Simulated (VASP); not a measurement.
# SrO: electric field gradients with PBE

SrO:

```
Sr O
1.0
     0.00000    2.56980    2.56980
     2.56980    0.00000    2.56980
     2.56980    2.56980    0.00000
Sr O
1 1
Direct
  0.00000 0.00000 0.00000
  0.50000 0.50000 0.50000
```

- Program: VASP 6.6.1
- Task: electric field gradients
- Functional: PBE
- Potentials or basis: VASP PAW PBE potentials, release 64 (Sr_sv, O)
- Cutoff: 520 eV
- k mesh: 8 × 8 × 8
- Occupations: fermi-dirac, width 0.02 eV
- Spin: no spin polarisation
- Dipole correction: no
- Further INCAR settings: ALGO = Normal; EDIFF = 1e-08; NBANDS = 15

```json
{
 "Pressure": "3.5 GPa",
 "Band gap on the k mesh": "3.26 eV, indirect (least direct gap 3.35 eV)"
}
```

Levels at points of the mesh, in eV from the valence-band top:
```
           k point  band 4  band 5  band 6  band 7  band 8  band 9  band 10  band 11  band 12  band 13
(0.00, 0.00, 0.00)  -14.02  -14.02    0.00    0.00    0.00    3.99     6.21     6.21     6.21     8.38
(0.50, 0.00, 0.00)  -14.10  -12.83   -2.17   -1.14   -1.14    6.56     8.47     8.85     8.85    11.93
(0.50, 0.50, 0.00)  -14.39  -14.39   -0.43   -0.09   -0.09    3.26     7.81    10.18    10.40    11.10
```

Run time: 15 s on 1 thread of Intel(R) Xeon(R) Platinum 8259CL CPU @ 2.50GHz (Skylake/Cascade Lake), with other jobs on the host, peak memory 0.16 GiB.

Caveat: without QUAD_EFG the Cq values of the log hold for a quadrupole moment of 1 mb, not for the nuclei. A k mesh can miss the band edges.
